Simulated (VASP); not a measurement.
# Al (Fm-3m) in VASP: notebook

Runs on Al. Level: BHLYP. Tasks: single point.

Everything below comes from runs of VASP 6.6.1. Logs are shortened: lines on timing, memory, paths and dates and some standing lists are left out, and cuts for length are marked.

### 1 The cell of the first run

The structure is cubic, space group Fm-3m (No. 225). The conventional cell has a = 3.995 Å, b = 3.995 Å, c = 3.995 Å, α = 90.00°, β = 90.00°, γ = 90.00°. Within 3.7 Å of Al (site symmetry m-3m) lie 12 Al at 2.82 Å.

### 2 Single point, BHLYP

The input, POSCAR:

```
Al
1.0
    0.0000000000      1.9974394157      1.9974394157
    1.9974394157      0.0000000000      1.9974394157
    1.9974394157      1.9974394157      0.0000000000
Al
1
Direct
    0.0000000000      0.0000000000      0.0000000000
```

The input, INCAR.step1:

```
ALGO = Normal ; EDIFF = 1E-5
ENCUT = 520 ; GGA = PE
ISIF = 2 ; ISMEAR = -1
LASPH = True ; LREAL = False
LWAVE = True ; NBANDS = 8
NELM = 60 ; PREC = Accurate
SIGMA = 0.05
```

The input, INCAR.step2:

```
AEXX = 0.5 ; AGGAC = 1.0
AGGAX = 0.5 ; ALDAC = 0.0
ALDAX = 0.5 ; ALGO = Normal
EDIFF = 1E-6 ; ENCUT = 520
GGA = B5 ; ISIF = 2
ISMEAR = -1 ; ISTART = 1
LASPH = True ; LCHARG = True
LELF = True ; LHFCALC = True
LREAL = False ; LVHAR = True
LWAVE = False ; NBANDS = 8
NELM = 60 ; PREC = Accurate
PRECFOCK = Normal ; SIGMA = 0.05
```

The input, KPOINTS:

```
k-points
0
Gamma
  6 6 6
```

Potentials or basis: VASP PAW PBE potentials, release 64 (Al).

Command:

```console
$ cat potpaw_PBE.64/Al/POTCAR > POTCAR
$ cp INCAR.step1 INCAR
$ mpirun -np 1 vasp_std > vasp.out
$ cp INCAR.step2 INCAR
$ mpirun -np 1 vasp_std > vasp.out
```

OUTCAR:

```text
AEXX = 0.5
   EDIFF = 1E-6
   ENCUT = 520
   GGA = B5
   ISIF = 2
   ISMEAR = -1
   ISTART = 1
   LASPH = True
   LHFCALC = True
   LREAL = False
   NELM = 60
   PREC = Accurate
   PRECFOCK = Normal

 ion  position               nearest neighbor table
   1  0.000  0.000  0.000-

  LATTYP: Found a face centered cubic cell.
 ALAT       =     3.9948788314

  Lattice vectors:

 A1 = (   0.0000000000,   1.9974394157,   1.9974394157)
 A2 = (   1.9974394157,   0.0000000000,   1.9974394157)
 A3 = (   1.9974394157,   1.9974394157,   0.0000000000)

Analysis of symmetry for initial positions (statically):
=====================================================================
 Subroutine PRICEL returns:
 Original cell was already a primitive cell.

 Routine SETGRP: Setting up the symmetry group for a
 face centered cubic supercell.

 Subroutine GETGRP returns: Found 48 space group operations
 (whereof 48 operations were pure point group operations)
 out of a pool of 48 trial point group operations.

The static configuration has the point symmetry O_h .

Analysis of symmetry for dynamics (positions and initial velocities):
=====================================================================
 Subroutine PRICEL returns:
 Original cell was already a primitive cell.

 Routine SETGRP: Setting up the symmetry group for a
 face centered cubic supercell.

 Subroutine GETGRP returns: Found 48 space group operations
 (whereof 48 operations were pure point group operations)
 out of a pool of 48 trial point group operations.

The dynamic configuration has the point symmetry O_h .

 Subroutine INISYM returns: Found 48 space group operations
 (whereof 48 operations are pure point group operations),
 and found     1 'primitive' translations

----------------------------------------------------------------------------------------

                                     Primitive cell

  volume of cell :      15.9386

  direct lattice vectors                    reciprocal lattice vectors
     0.000000000  1.997439416  1.997439416    -0.250320483  0.250320483  0.250320483
     1.997439416  0.000000000  1.997439416     0.250320483 -0.250320483  0.250320483
     1.997439416  1.997439416  0.000000000     0.250320483  0.250320483 -0.250320483

  length of vectors
     2.824805912  2.824805912  2.824805912     0.433567795  0.433567795  0.433567795

  position of ions in fractional coordinates (direct lattice)
     0.000000000  0.000000000  0.000000000

  ion indices of the primitive-cell ions
   primitive index   ion index
                 1           1

----------------------------------------------------------------------------------------

 KPOINTS: k-points

Automatic generation of k-mesh.
 Grid dimensions read from file:
 generate k-points for:    6    6    6

 Generating k-lattice:

  Cartesian coordinates                     Fractional coordinates (reciprocal lattice)
    -0.041720081  0.041720081  0.041720081     0.166666667  0.000000000  0.000000000
     0.041720081 -0.041720081  0.041720081     0.000000000  0.166666667  0.000000000
     0.041720081  0.041720081 -0.041720081     0.000000000  0.000000000  0.166666667

  Length of vectors
     0.072261299  0.072261299  0.072261299

  Shift w.r.t. Gamma in fractional coordinates (k-lattice)
     0.000000000  0.000000000  0.000000000

 Subroutine IBZKPT returns following result:
 ===========================================

 Found     16 irreducible k-points:

 Following reciprocal coordinates:
            Coordinates               Weight
  0.000000  0.000000  0.000000      1.000000
  0.166667  0.000000  0.000000      8.000000
  0.333333  0.000000  0.000000      8.000000
  0.500000  0.000000  0.000000      4.000000
  0.166667  0.166667  0.000000      6.000000
  0.333333  0.166667  0.000000     24.000000
  0.500000  0.166667  0.000000     24.000000
 -0.333333  0.166667  0.000000     24.000000
 -0.166667  0.166667  0.000000     12.000000
  0.333333  0.333333  0.000000      6.000000
  0.500000  0.333333  0.000000     24.000000
 -0.333333  0.333333  0.000000     12.000000
  0.500000  0.500000  0.000000      3.000000
  0.500000  0.333333  0.166667     24.000000
 -0.333333  0.333333  0.166667     24.000000
 -0.333333  0.500000  0.166667     12.000000
   k-points           NKPTS =     16   k-points in BZ     NKDIM =    216   number of bands    NBANDS=      8
   number of dos      NEDOS =    301   number of ions     NIONS =      1
   total plane-waves  NPLWV =  13824
   dimension x,y,z NGX =    24 NGY =   24 NGZ =   24
   dimension x,y,z NGXF=    48 NGYF=   48 NGZF=   48
   ions per type =               1
   NGX,Y,Z   is equivalent  to a cutoff of  14.12, 14.12, 14.12 a.u.
   NGXF,Y,Z  is equivalent  to a cutoff of  28.25, 28.25, 28.25 a.u.
 SYSTEM =  unknown system
   PREC   = accura    normal or accurate (medium, high low for compatibility)
   ISTART =      1    job   : 0-new  1-cont  2-samecut
   ICHARG =      0    charge: 1-file 2-atom 10-const
   ISPIN  =      1    spin polarized calculation?
   LNONCOLLINEAR =      F non collinear calculations
   LSORBIT =      F    spin-orbit coupling
   LASPH  =      T    aspherical Exc in radial PAW
   ENCUT  =  520.0 eV  38.22 Ry    6.18 a.u.   5.25  5.25  5.25*2*pi/ulx,y,z
   NELM   =     60;   NELMIN=  2; NELMDL=  0     # of ELM steps
   EDIFF  = 0.1E-05   stopping-criterion for ELM
   LREAL  =      F    real-space projection
   EDIFFG = 0.1E-04   stopping-criterion for IOM
   NSW    =      0    number of steps for IOM
   IBRION =     -1    ionic relax: 0-MD 1-quasi-New 2-CG
   NFREE  =      0    steps in history (QN), initial steepest desc. (CG)
   ISIF   =      2    stress and relaxation
   ISYM   =      3    0-nonsym 1-usesym 2-fastsym
   POTIM  = 0.5000    time-step for ionic-motion
   TEBEG  =    0.0;   TEEND  =   0.0 temperature during run
   PSTRESS=    0.0 pullay stress
   NELECT =       3.0000    total number of electrons
   NUPDOWN=      -1.0000    fix difference up-down
   EMIN   =  10.00;   EMAX   =-10.00  energy-range for DOS
   EFERMI =   0.00;   METHOD = LEGACY
   ISMEAR =    -1;   SIGMA  =   0.05  broadening in eV -4-tet -1-fermi 0-gaus
   EFERMI_NEDOS =   21; number of points for ismear=-14 and -15
   IALGO  =     38    algorithm
   IMIX   =      1    mixing-type and parameters
     AMIX     =   0.40;   BMIX     =  1.00
     AMIX_MAG =   1.60;   BMIX_MAG =  1.00
  volume/ion in A,a.u.               =      15.94       107.56
  Fermi-wavevector in a.u.,A,eV,Ry     =   0.938206  1.772953 11.976268  0.880231
  Thomas-Fermi vector in A             =   2.065395
   LORBIT       =      0    0 simple, 1 ext, 2 COOP (PROOUT), +10 PAW based schemes
   GGA     = B5    functional components
   LHFCALC =     T    Hartree Fock is set to
   PRECFOCK=normal    Normal, Fast or Accurate (Low or Medium for compatibility)
   ENCUT4O =  -1.0   cutoff for four orbital integrals eV
   NKREDX  =     1    reduce k-point grid by
   NKREDY  =     1    reduce k-point grid by
   NKREDZ  =     1    reduce k-point grid by
   AEXX    =    0.5000 exact exchange contribution
   HFSCREEN=    0.0000 screening length (either q_TF or 0.3 A-1)
   HFSCREENC=   0.0000 screening length for correlation (either q_TF or 0.3 A-1)
   ENCUTFOCK=  -1.0 apply spherical cutoff to Coloumb kernel
   IVDW    =     0    specifies the selected vdW correction
   LEPSILON=     F    determine dielectric tensor
   LRPA    =     F    only Hartree local field effects (RPA)
 non-spin polarized calculation
  energy-cutoff  :      520.00
  volume of cell :       15.94
 maximum number of plane-waves:       444
 NGX is ok and might be reduce to    24
  NGX = 16; NGY = 16; NGZ = 16

 number of electron       3.0000000 magnetization

 Free energy of the ion-electron system (eV)
  ---------------------------------------------------
  ext. energy  EPLUGINS =         0.00000000
  ---------------------------------------------------
  free energy    TOTEN  =        -4.23237271 eV

  energy without entropy =       -4.22859844  energy(sigma->0) =       -4.23048558

 E-fermi :   9.5121     XC(G=0):  -5.3993

 val. band max:        7.4877424485   @ k =  -0.3333   0.5000   0.1667
 cond. band min:       9.5289741001   @ k =  -0.3333   0.3333   0.0000
 fundamental gap:      2.0412316516
 Fermi energy:         9.5121473186

 k-point     1 :       0.0000    0.0000    0.0000
  band No.  band energies     occupation
      1      -6.6841      2.00000
      2      24.6182      0.00000
      3      24.6182      0.00000
      4      24.6182      0.00000
      5      26.2561      0.00000
      6      26.2561      0.00000
      7      26.2561      0.00000
      8      28.3948      0.00000

 k-point     2 :       0.1667    0.0000    0.0000
  band No.  band energies     occupation
      1      -5.7263      2.00000
      2      17.8069      0.00000
      3      23.2039      0.00000
      4      23.2039      0.00000
      5      26.6188      0.00000
      6      28.3994      0.00000
      7      28.3994      0.00000
      8      29.6324      0.00000

 k-point     3 :       0.3333    0.0000    0.0000
  band No.  band energies     occupation
      1      -2.8488      2.00000
      2      10.0459      0.00005
      3      22.5502      0.00000
      4      22.5502      0.00000
      5      25.4279      0.00000
      6      25.4279      0.00000
      7      26.3065      0.00000
      8      29.5673      0.00000

 k-point     4 :       0.5000    0.0000    0.0000
  band No.  band energies     occupation
      1       1.9108      2.00000
      2       2.1407      2.00000
      3      23.2715      0.00000
      4      23.2715      0.00000
      5      23.3138      0.00000
      6      23.3138      0.00000
      7      27.0037      0.00000
      8      27.5250      0.00000

 k-point     5 :       0.1667    0.1667    0.0000
  band No.  band energies     occupation
      1      -5.4070      2.00000
      2      20.5811      0.00000
      3      20.5811      0.00000
      4      20.6513      0.00000
      5      24.2299      0.00000
      6      24.3960      0.00000
      7      31.7149      0.00000
      8      31.7149      0.00000

 k-point     6 :       0.3333    0.1667    0.0000
  band No.  band energies     occupation
      1      -3.1694      2.00000
      2      13.3587      0.00000
      3      19.3700      0.00000
      4      20.1593      0.00000
      5      21.1859      0.00000
      6      26.6566      0.00000
      7      30.6762      0.00000
      8      32.3170      0.00000

 k-point     7 :       0.5000    0.1667    0.0000
  band No.  band energies     occupation
      1       1.0114      2.00000
      2       5.0161      2.00000
      3      17.3033      0.00000
      4      19.6287      0.00000
      5      21.5765      0.00000
      6      28.2818      0.00000
      7      30.7684      0.00000
      8      32.7732      0.00000

 k-point     8 :      -0.3333    0.1667    0.0000
  band No.  band energies     occupation
      1      -0.5928      2.00000
      2       7.2382      2.00000
      3      15.9559      0.00000
      4      21.3527      0.00000
      5      23.4300      0.00000
      6      27.1100      0.00000
      7      29.8933      0.00000
      8      32.7258      0.00000

 k-point     9 :      -0.1667    0.1667    0.0000
  band No.  band energies     occupation
      1      -4.1283      2.00000
      2      15.1747      0.00000
      3      16.9290      0.00000
      4      24.4455      0.00000
      5      26.5815      0.00000
      6      26.7372      0.00000
      7      28.0831      0.00000
      8      28.9505      0.00000

 k-point    10 :       0.3333    0.3333    0.0000
  band No.  band energies     occupation
      1      -1.5696      2.00000
      2      15.1240      0.00000
      3      17.3172      0.00000
      4      17.6403      0.00000
      5      17.6403      0.00000
      6      21.6143      0.00000
      7      35.8562      0.00000
      8      36.2190      0.00000

 k-point    11 :       0.5000    0.3333    0.0000
  band No.  band energies     occupation
      1       1.9614      2.00000
      2      10.8723      0.00000
      3      11.4437      0.00000
      4      17.3959      0.00000
      5      19.0686      0.00000
      6      24.9291      0.00000
      7      34.3561      0.00000
      8      36.2073      0.00000

 k-point    12 :      -0.3333    0.3333    0.0000
  band No.  band energies     occupation
      1       3.7308      2.00000
      2       6.6132      2.00000
      3       9.5290      0.83330
      4      18.6437      0.00000
      5      20.5803      0.00000
      6      31.2107      0.00000
      7      32.8646      0.00000
      8      32.9606      0.00000

 k-point    13 :       0.5000    0.5000    0.0000
  band No.  band energies     occupation
      1       4.1110      2.00000
      2       6.2191      2.00000
      3      16.1782      0.00000
      4      16.6492      0.00000
      5      16.6492      0.00000
      6      20.6039      0.00000
      7      36.2240      0.00000
      8      38.5670      0.00000

 k-point    14 :       0.5000    0.3333    0.1667
  band No.  band energies     occupation
      1      -0.2772      2.00000
      2      11.6460      0.00000
      3      13.6051      0.00000
      4      16.3083      0.00000
      5      24.7709      0.00000
      6      26.6221      0.00000
      7      28.7476      0.00000
      8      35.9684      0.00000

 k-point    15 :      -0.3333    0.3333    0.1667
  band No.  band energies     occupation
      1       4.4774      2.00000
      2       4.8051      2.00000
      3      13.3726      0.00000
      4      14.0872      0.00000
      5      26.1018      0.00000
      6      26.6435      0.00000
      7      31.4873      0.00000
      8      32.7300      0.00000

 k-point    16 :      -0.3333    0.5000    0.1667
  band No.  band energies     occupation
      1       5.3732      2.00000
      2       7.4877      2.00000
      3      10.4919      0.00000
      4      12.6029      0.00000
      5      23.7914      0.00000
      6      25.8744      0.00000
      7      32.6256      0.00000
      8      33.8364      0.00000

------------------------ aborting loop because EDIFF is reached ----------------------------------------

  FORCE on cell =-STRESS in cart. coord.  units (eV):
  Direction    XX          YY          ZZ          XY          YZ          ZX
  --------------------------------------------------------------------------------------
  -------------------------------------------------------------------------------------
  Total        0.4160726      0.4160726      0.4160726      0.0000000     -0.0000000      0.0000000
  in kB       41.8243158     41.8243158     41.8243158      0.0000000     -0.0000000      0.0000000
  external PRESSURE =      41.8243158 kB  Pullay stress =       0.0000000 kB

 VOLUME and BASIS-vectors are now :
 -----------------------------------------------------------------------------
  energy-cutoff  :      520.00
  volume of cell :       15.94
      direct lattice vectors                 reciprocal lattice vectors
     0.000000000  1.997439416  1.997439416    -0.250320483  0.250320483  0.250320483
     1.997439416  0.000000000  1.997439416     0.250320483 -0.250320483  0.250320483
     1.997439416  1.997439416  0.000000000     0.250320483  0.250320483 -0.250320483

 POSITION                                       TOTAL-FORCE (eV/Angst)
 -----------------------------------------------------------------------------------
      0.00000      0.00000      0.00000        -0.000000     -0.000000     -0.000000
 -----------------------------------------------------------------------------------
    total drift:                               -0.000000     -0.000000     -0.000000

  FREE ENERGIE OF THE ION-ELECTRON SYSTEM (eV)
  ---------------------------------------------------
  free  energy   TOTEN  =        -4.2323727100 eV

  energy  without entropy=       -4.2285984433  energy(sigma->0) =       -4.23048558
```

Wall time 53 s (1 thread of Intel Xeon Platinum 8488C (Sapphire Rapids), shared host); peak memory 0.14 GiB.

Results:

```yaml
Free_energy: -4.2324 eV
Pressure: 4.2 GPa
Band_gap_on_the_k_mesh: zero (an odd number of electrons rules out a gap without spin polarisation)
```

Caveat: the k points lie up to 0.45 Å⁻¹ apart, too coarse for converged energies and pressures of a metal; the PAW data sets were made with another functional, which shifts forces and pressure a little.

(Continued in part 2 of 2.)
